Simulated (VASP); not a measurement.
# PbS in VASP: further runs

Aim: see how the results for PbS move with the level of theory and the settings. Levels: r2SCAN, PBE, HSE06. Tasks: single point.

All numbers are computed with VASP 6.6.1; they aren't measurements. Logs are shortened: lines on timing, memory, paths and dates and some standing lists are left out, and cuts for length are marked.

## (1) The cell of the first run

It takes space group Fm-3m (No. 225, cubic). Conventional cell: a = 5.931 Å, b = 5.931 Å, c = 5.931 Å, α = 90.00°, β = 90.00°, γ = 90.00°. Pb (site symmetry m-3m) has 6 S at 2.97 Å within 3.9 Å. Within 3.9 Å of S (site symmetry m-3m) lie 6 Pb at 2.97 Å.

## (2) Single point, r2SCAN, non-collinear spin, zero start, spin-orbit coupling

Contents of POSCAR:

```
PbS
1.0
    0.0000000000      2.9657500000      2.9657500000
    2.9657500000      0.0000000000      2.9657500000
    2.9657500000      2.9657500000      0.0000000000
Pb S
1 1
Direct
    0.0000000000      0.0000000000      0.0000000000
    0.5000000000      0.5000000000      0.5000000000
```

Contents of INCAR.step1:

```
SYSTEM = PbS
  PREC = Accurate
  ENCUT = 550
  ISMEAR = 1
  SIGMA = 0.1
  LREAL = .FALSE.
  LASPH = .TRUE.
  NELM = 200
  LNONCOLLINEAR = .TRUE.
  MAGMOM = 0 0 0 0 0 0
  LSORBIT = .TRUE.
  GGA_COMPAT = .FALSE.
  NBANDS = 32
  GGA = PE
  ALGO = Normal
  EDIFF = 1E-5
  LWAVE = .TRUE.
  LCHARG = .FALSE.
```

Contents of INCAR.step2:

```
SYSTEM = PbS
  PREC = Accurate
  ENCUT = 550
  EDIFF = 1E-6
  ISMEAR = 1
  SIGMA = 0.1
  LREAL = .FALSE.
  LASPH = .TRUE.
  NELM = 200
  ALGO = Normal
  ISIF = 2
  LWAVE = .FALSE.
  LCHARG = .FALSE.
  LNONCOLLINEAR = .TRUE.
  MAGMOM = 0 0 0 0 0 0
  LORBIT = 11
  LSORBIT = .TRUE.
  GGA_COMPAT = .FALSE.
  LORBMOM = .TRUE.
  METAGGA = R2SCAN
  LMIXTAU = .TRUE.
  NBANDS = 32
  ISTART = 1
```

Contents of KPOINTS:

```
Automatic mesh
0
G
  8 8 8
  0 0 0
```

Potentials or basis: VASP PAW PBE potentials, release 64 (Pb_d, S).

On the command line:

```
$ cat potpaw_PBE.64/Pb_d/POTCAR potpaw_PBE.64/S/POTCAR > POTCAR
$ cp INCAR.step1 INCAR
$ mpirun -np 1 vasp_ncl > vasp.out
$ cp INCAR.step2 INCAR
$ mpirun -np 1 vasp_ncl > vasp.out
```

OUTCAR:

```text
SYSTEM = PbS
   PREC = Accurate
   ENCUT = 550
   EDIFF = 1E-6
   ISMEAR = 1
   LREAL = .FALSE.
   LASPH = .TRUE.
   NELM = 200
   ISIF = 2
   LNONCOLLINEAR = .TRUE.
   LORBIT = 11
   LSORBIT = .TRUE.
   METAGGA = R2SCAN
   ISTART = 1

 ion  position               nearest neighbor table
   1  0.000  0.000  0.000-   2 2.97   2 2.97   2 2.97   2 2.97   2 2.97   2 2.97
   2  0.500  0.500  0.500-   1 2.97   1 2.97   1 2.97   1 2.97   1 2.97   1 2.97

  LATTYP: Found a face centered cubic cell.
 ALAT       =     5.9315000000

  Lattice vectors:

 A1 = (   0.0000000000,   2.9657500000,   2.9657500000)
 A2 = (   2.9657500000,   0.0000000000,   2.9657500000)
 A3 = (   2.9657500000,   2.9657500000,   0.0000000000)

Analysis of symmetry for initial positions (statically):
=====================================================================
 Subroutine PRICEL returns:
 Original cell was already a primitive cell.

 Routine SETGRP: Setting up the symmetry group for a
 face centered cubic supercell.

 Subroutine GETGRP returns: Found 48 space group operations
 (whereof 48 operations were pure point group operations)
 out of a pool of 48 trial point group operations.

The static configuration has the point symmetry O_h .

Analysis of symmetry for dynamics (positions and initial velocities):
=====================================================================
 Subroutine PRICEL returns:
 Original cell was already a primitive cell.

 Routine SETGRP: Setting up the symmetry group for a
 face centered cubic supercell.

 Subroutine GETGRP returns: Found 48 space group operations
 (whereof 48 operations were pure point group operations)
 out of a pool of 48 trial point group operations.

The dynamic configuration has the point symmetry O_h .

Analysis of structural, dynamic, and magnetic symmetry:
=====================================================================
 Subroutine PRICEL returns:
 Original cell was already a primitive cell.

 Routine SETGRP: Setting up the symmetry group for a
 face centered cubic supercell.

 Subroutine GETGRP returns: Found 48 space group operations
 (whereof 48 operations were pure point group operations)
 out of a pool of 48 trial point group operations.

The overall configuration has the point symmetry O_h .

 Subroutine INISYM returns: Found 48 space group operations
 (whereof 48 operations are pure point group operations),
 and found     1 'primitive' translations

----------------------------------------------------------------------------------------

                                     Primitive cell

  volume of cell :      52.1715

  direct lattice vectors                    reciprocal lattice vectors
     0.000000000  2.965750000  2.965750000    -0.168591419  0.168591419  0.168591419
     2.965750000  0.000000000  2.965750000     0.168591419 -0.168591419  0.168591419
     2.965750000  2.965750000  0.000000000     0.168591419  0.168591419 -0.168591419

  length of vectors
     4.194203873  4.194203873  4.194203873     0.292008903  0.292008903  0.292008903

  position of ions in fractional coordinates (direct lattice)
     0.000000000  0.000000000  0.000000000
     0.500000000  0.500000000  0.500000000

  ion indices of the primitive-cell ions
   primitive index   ion index
                 1           1
                 2           2

----------------------------------------------------------------------------------------

 KPOINTS: Automatic mesh

Automatic generation of k-mesh.
 Grid dimensions read from file:
 generate k-points for:    8    8    8

 Generating k-lattice:

  Cartesian coordinates                     Fractional coordinates (reciprocal lattice)
    -0.021073927  0.021073927  0.021073927     0.125000000  0.000000000  0.000000000
     0.021073927 -0.021073927  0.021073927     0.000000000  0.125000000  0.000000000
     0.021073927  0.021073927 -0.021073927     0.000000000  0.000000000  0.125000000

  Length of vectors
     0.036501113  0.036501113  0.036501113

  Shift w.r.t. Gamma in fractional coordinates (k-lattice)
     0.000000000  0.000000000  0.000000000

 Subroutine IBZKPT returns following result:
 ===========================================

 Found     29 irreducible k-points:

 Following reciprocal coordinates:
            Coordinates               Weight
  0.000000  0.000000  0.000000      1.000000
  0.125000  0.000000  0.000000      8.000000
  0.250000  0.000000  0.000000      8.000000
  0.375000  0.000000  0.000000      8.000000
  0.500000  0.000000  0.000000      4.000000
  0.125000  0.125000  0.000000      6.000000
[... 50 lines left out ...]
   EMIN   =  10.00;   EMAX   =-10.00  energy-range for DOS
   EFERMI =   0.00;   METHOD = LEGACY
   ISMEAR =     1;   SIGMA  =   0.10  broadening in eV -4-tet -1-fermi 0-gaus
   EFERMI_NEDOS =   21; number of points for ismear=-14 and -15
   IALGO  =     38    algorithm
   IMIX   =      4    mixing-type and parameters
     AMIX     =   0.40;   BMIX     =  1.00
     AMIX_MAG =   1.60;   BMIX_MAG =  1.00
  volume/ion in A,a.u.               =      26.09       176.04
  Fermi-wavevector in a.u.,A,eV,Ry     =   1.189251  2.247359 19.242973  1.414319
  Thomas-Fermi vector in A             =   2.325363
   LORBIT       =     11    0 simple, 1 ext, 2 COOP (PROOUT), +10 PAW based schemes
   METAGGA = R2SCAN    functional components
   LHFCALC =     F    Hartree Fock is set to
   AEXX    =    0.0000 exact exchange contribution
   IVDW    =     0    specifies the selected vdW correction
   LEPSILON=     F    determine dielectric tensor
   LRPA    =     F    only Hartree local field effects (RPA)
 Methfessel and Paxton  Order N= 1 SIGMA  =   0.10
  energy-cutoff  :      550.00
  volume of cell :       52.17
 maximum number of plane-waves:      3086
   NGX = 17   NGY = 17   NGZ = 17

 number of electron      19.9999998 magnetization      -0.0000000     -0.0000000     -0.0000000

 number of electron      19.9999998 magnetization       0.0000000     -0.0000000      0.0000000

 number of electron      19.9999998 magnetization      -0.0000000      0.0000000     -0.0000000

 Free energy of the ion-electron system (eV)
  ---------------------------------------------------
  ext. energy  EPLUGINS =         0.00000000
  ---------------------------------------------------
  free energy    TOTEN  =       -65.96417826 eV

  energy without entropy =      -65.96436710  energy(sigma->0) =      -65.96424120

 E-fermi :   5.7995     XC(G=0): -10.2569

 val. band max:        5.6878067079   @ k =   0.5000   0.0000   0.0000
 cond. band min:       5.9346101406   @ k =   0.5000   0.0000   0.0000
 fundamental gap:      0.2468034327
 Fermi energy:         5.7995462053

 k-point     1 :       0.0000    0.0000    0.0000
  band No.  band energies     occupation
      1     -13.2350      1.00000
      2     -13.2350      1.00000
      3     -13.2350      1.00000
      4     -13.2350      1.00000
      5     -10.6771      1.00000
      6     -10.6771      1.00000
[... 829 lines left out ...]
     31      17.1195      0.00000
     32      17.1195      0.00000

 [... further k-points ...]

------------------------ aborting loop because EDIFF is reached ----------------------------------------

  FORCE on cell =-STRESS in cart. coord.  units (eV):
  Direction    XX          YY          ZZ          XY          YZ          ZX
  --------------------------------------------------------------------------------------
  -------------------------------------------------------------------------------------
  Total        0.3465910      0.3465910      0.3465910      0.0000000     -0.0000000      0.0000000
  in kB       10.6437411     10.6437411     10.6437411      0.0000000     -0.0000000      0.0000000
  external PRESSURE =      10.6437411 kB  Pullay stress =       0.0000000 kB

 VOLUME and BASIS-vectors are now :
 -----------------------------------------------------------------------------
  energy-cutoff  :      550.00
  volume of cell :       52.17
      direct lattice vectors                 reciprocal lattice vectors
     0.000000000  2.965750000  2.965750000    -0.168591419  0.168591419  0.168591419
     2.965750000  0.000000000  2.965750000     0.168591419 -0.168591419  0.168591419
     2.965750000  2.965750000  0.000000000     0.168591419  0.168591419 -0.168591419

 POSITION                                       TOTAL-FORCE (eV/Angst)
 -----------------------------------------------------------------------------------
      0.00000      0.00000      0.00000         0.000000     -0.000000     -0.000000
      2.96575      2.96575      2.96575        -0.000000      0.000000      0.000000
 -----------------------------------------------------------------------------------
    total drift:                                0.000000     -0.000000     -0.000000

  FREE ENERGIE OF THE ION-ELECTRON SYSTEM (eV)
  ---------------------------------------------------
  free  energy   TOTEN  =       -65.9641782582 eV

  energy  without entropy=      -65.9643670985  energy(sigma->0) =      -65.96424120

 orbital moment (x)

 # of ion     p       d       tot
 ----------------------------------------
  1         0.000   0.000   0.000
  2        -0.000   0.000  -0.000
 ----------------------------------------
           -0.000   0.000  -0.000

 orbital moment (y)

 # of ion     p       d       tot
 ----------------------------------------
  1        -0.000  -0.000  -0.000
  2        -0.000   0.000  -0.000
 ----------------------------------------
           -0.000  -0.000  -0.000

 orbital moment (z)

 # of ion     p       d       tot
 ----------------------------------------
  1         0.000   0.000   0.000
  2         0.000   0.000   0.000
 ----------------------------------------
            0.000   0.000   0.000

 Spin-Orbit-Coupling matrix elements

 Ion:    1  E_soc:     -0.7404403
 l=   1
     0.0000000    -0.0588294    -0.0588294
    -0.0588294     0.0000000    -0.0588294
    -0.0588294    -0.0588294     0.0000000
 l=   2
     0.0000000    -0.0130259     0.0000000    -0.0130259    -0.0515514
    -0.0130259     0.0000000    -0.0386636    -0.0130259    -0.0128879
     0.0000000    -0.0386636     0.0000000    -0.0386636     0.0000000
    -0.0130259    -0.0130259    -0.0386636     0.0000000    -0.0128879
    -0.0515514    -0.0128879     0.0000000    -0.0128879     0.0000000
 l=   3
     0.0000000     0.0000000     0.0000000     0.0000000     0.0000000     0.0000000     0.0000000
     0.0000000     0.0000000     0.0000000     0.0000000     0.0000000     0.0000000     0.0000000
     0.0000000     0.0000000     0.0000000     0.0000000     0.0000000     0.0000000     0.0000000
     0.0000000     0.0000000     0.0000000     0.0000000     0.0000000     0.0000000     0.0000000
     0.0000000     0.0000000     0.0000000     0.0000000     0.0000000     0.0000000     0.0000000
     0.0000000     0.0000000     0.0000000     0.0000000     0.0000000     0.0000000     0.0000000
     0.0000000     0.0000000     0.0000000     0.0000000     0.0000000     0.0000000     0.0000000

 Ion:    2  E_soc:     -0.0037216
 l=   1
     0.0000000    -0.0006203    -0.0006203
    -0.0006203     0.0000000    -0.0006203
    -0.0006203    -0.0006203     0.0000000
 l=   2
     0.0000000     0.0000000     0.0000000     0.0000000     0.0000000
     0.0000000     0.0000000     0.0000000     0.0000000     0.0000000
     0.0000000     0.0000000     0.0000000     0.0000000     0.0000000
     0.0000000     0.0000000     0.0000000     0.0000000     0.0000000
     0.0000000     0.0000000     0.0000000     0.0000000     0.0000000
 l=   3
     0.0000000     0.0000000     0.0000000     0.0000000     0.0000000     0.0000000     0.0000000
     0.0000000     0.0000000     0.0000000     0.0000000     0.0000000     0.0000000     0.0000000
     0.0000000     0.0000000     0.0000000     0.0000000     0.0000000     0.0000000     0.0000000
     0.0000000     0.0000000     0.0000000     0.0000000     0.0000000     0.0000000     0.0000000
     0.0000000     0.0000000     0.0000000     0.0000000     0.0000000     0.0000000     0.0000000
     0.0000000     0.0000000     0.0000000     0.0000000     0.0000000     0.0000000     0.0000000
     0.0000000     0.0000000     0.0000000     0.0000000     0.0000000     0.0000000     0.0000000

 total charge

# of ion       s       p       d       tot
------------------------------------------
    1        1.481   0.506   9.842  11.829
    2        1.339   2.360   0.000   3.700
--------------------------------------------------
tot          2.820   2.867   9.842  15.529

 magnetization (x)

# of ion       s       p       d       tot
------------------------------------------
    1        0.000   0.000   0.000   0.000
    2       -0.000   0.000   0.000  -0.000
--------------------------------------------------
tot         -0.000   0.000   0.000  -0.000

 magnetization (y)

# of ion       s       p       d       tot
------------------------------------------
    1       -0.000   0.000   0.000  -0.000
    2       -0.000   0.000   0.000  -0.000
--------------------------------------------------
tot         -0.000   0.000   0.000  -0.000

 magnetization (z)

# of ion       s       p       d       tot
------------------------------------------
    1       -0.000   0.000   0.000  -0.000
    2        0.000  -0.000   0.000   0.000
--------------------------------------------------
tot          0.000  -0.000   0.000   0.000
```

Wall time 4 min (1 thread of Intel Xeon 6975P-C (Granite Rapids), shared host); peak memory 0.4 GiB.

What came out:

- Free energy: -65.9642 eV
- Pressure: 1.1 GPa
- Net moment: 0.00 μB per cell
- Valence electrons inside the program's atomic spheres: Pb 11.83; S 3.70

Moments on the atoms (μB; x, y, z):
```
Pb  0.00 0.00 0.00
S   0.00 0.00 0.00
```

Caveat: the PAW data sets were made with another functional, which shifts forces and pressure a little.

## (3) Single point, PBE (atoms moved at random)

Contents of INCAR:

```
SYSTEM = PbS
ALGO = Normal
EDIFF = 1E-6
ENCUT = 520
GGA = PE
ISIF = 2
ISMEAR = -1
LASPH = .TRUE.
LCHARG = .TRUE.
LELF = .TRUE.
LREAL = .FALSE.
LVHAR = .TRUE.
LWAVE = .FALSE.
NBANDS = 17
NELM = 100
PREC = Accurate
SIGMA = 0.05
```

Contents of KPOINTS:

```
k-points
0
G
  8 8 8
  0 0 0
```

Contents of POSCAR:

```
PbS
1.0
    0.0000000000      2.9657500000      2.9657500000
    2.9657500000      0.0000000000      2.9657500000
    2.9657500000      2.9657500000      0.0000000000
Pb S
1 1
Direct
   -0.0115120000      0.0138610000     -0.0022760000
    0.4938690000      0.5052960000      0.4970370000
```

Potentials or basis: VASP PAW PBE potentials, release 64 (Pb_d, S).

On the command line:

```
$ cat potpaw_PBE.64/Pb_d/POTCAR potpaw_PBE.64/S/POTCAR > POTCAR
$ mpirun -np 1 vasp_std > vasp.out
```

It took 2 min on 1 thread of Intel Xeon Platinum 8259CL at 2.50GHz (Skylake/Cascade Lake), shared host; peak memory 0.34 GiB.

The run converged. Its results:

| Quantity | Value |
| --- | --- |
| Free energy | -8.7558 eV |
| Pressure | 2.2 GPa |
| Largest force | 0.017 eV/Å |
| Band gap on the k mesh | 0.37 eV |

Forces in eV/Å, atoms in the order of the input:
```
Pb  -0.014  0.007 -0.005
S    0.014 -0.007  0.005
```

Levels at points of the mesh, in eV from the valence-band top:
```csv
k point,band 8,band 9,band 10,band 11,band 12,band 13
"(0.00, 0.00, 0.00)",-2.18,-2.17,-2.17,5.20,5.21,5.21
"(0.50, 0.00, 0.00)",-1.79,-1.78,-0.01,0.37,1.96,1.97
"(0.00, 0.50, 0.00)",-1.79,-1.78,-0.01,0.38,1.96,1.97
"(0.00, 0.00, 0.50)",-1.79,-1.78,0.00,0.37,1.97,1.97
"(0.50, 0.50, 0.50)",-1.79,-1.78,0.00,0.37,1.97,1.97
"(0.50, 0.50, 0.00)",-5.20,-3.44,-3.44,3.85,5.58,5.69
"(0.00, 0.50, 0.50)",-5.19,-3.44,-3.44,3.86,5.58,5.69
"(0.50, 0.00, 0.50)",-5.20,-3.44,-3.44,3.85,5.58,5.69
```

Caveat: the cell differs from its parent crystal (atoms moved at random); spin-orbit coupling is left out, which moves the levels of the heavy elements. A k mesh can miss the band edges.

[end of part 1 of 2]
